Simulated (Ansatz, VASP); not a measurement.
One calculation of MgO, two programs

INCAR

```
ALGO     = Normal         # electronic algorithm
EDIFF    = 1E-6           # SCF threshold, eV
ENCUT    = 520            # plane-wave cutoff, eV
GGA      = PE             # functional
ISIF     = 2              # what is computed and relaxed
ISMEAR   = 0              # smearing method
LASPH    = T              # aspherical terms in the spheres
LCHARG   = F              # write CHGCAR
LREAL    = F              # projectors in reciprocal space
LWAVE    = F              # write WAVECAR
NBANDS   = 16             # bands
NELM     = 80             # most SCF steps
PREC     = Accurate       # precision mode
SIGMA    = 0.05           # smearing width, eV
```

KPOINTS

```
k-points
0
Gamma
  9 9 6
```

Contents of POSCAR:

```
MgO
1.0
    3.4700000000      0.0000000000      0.0000000000
   -1.7350000000      3.0051081511      0.0000000000
    0.0000000000      0.0000000000      4.9850000000
Mg O
2 2
Direct
    0.3333333333      0.6666666667      0.0063188013
    0.6666666667      0.3333333333      0.5063188013
    0.3333333333      0.6666666667      0.3982811987
    0.6666666667      0.3333333333      0.8982811987
```

Input for Ansatz:

```yaml
crystal:
  lattice:
    - [3.47, 0.0, 0.0]
    - [-1.735, 3.0051081511, 0.0]
    - [0.0, 0.0, 4.985]
  atoms:
    - { symbol: Mg, position: [0.3333333333, 0.6666666667, 0.0063188013] }
    - { symbol: Mg, position: [0.6666666667, 0.3333333333, 0.5063188013] }
    - { symbol: O, position: [0.3333333333, 0.6666666667, 0.3982811987] }
    - { symbol: O, position: [0.6666666667, 0.3333333333, 0.8982811987] }
basis:
  ecutwfc: 520.0
kpoints:
  mp_grid: { grid: [9, 9, 6] }
hamiltonian:
  xc: pbe
  pseudopotentials: { kind: paw, azcp: { folder: soft_1 } }
scf:
  occupations: { method: gaussian, width: 0.05 }
output:
  forces: true
  stress: true
  eigenvalues: true
```

Alike in both runs: task single point; functional PBE; k mesh 9 × 9 × 6; occupations gaussian, width 0.05 eV; no spin polarisation.

|  | VASP | Ansatz |
| --- | --- | --- |
| version | VASP 6.6.1 | Ansatz 0.2.0 |
| potentials or method | VASP PAW PBE potentials, release 64 (Mg, O), cutoff 520 eV | scalar-relativistic, plane waves, PAW |
| valence electrons in the cell | 16 | 32 |

```tsv
	VASP	Ansatz	Ansatz less VASP
gap on the k mesh at the Fermi level (eV)	2.96	2.98	+0.022
least direct gap on the mesh (eV)	2.96	2.98	+0.022
pressure (GPa)	-6.7	-6.3	+0.47
traceless stress, the component that is largest in VASP (GPa)	8.15	8.03	-0.118
rms of the force components (eV/Å)	0.344	0.341	-0.0025
```

Atom by atom the forces differ by 0.003 eV/Å (rms over components). With one functional, cell and mesh, what is left measures potentials, basis and numerics. VASP's potentials hold 16 valence electrons a cell and Ansatz's 32, so a difference there can come from the potentials and not from the codes.
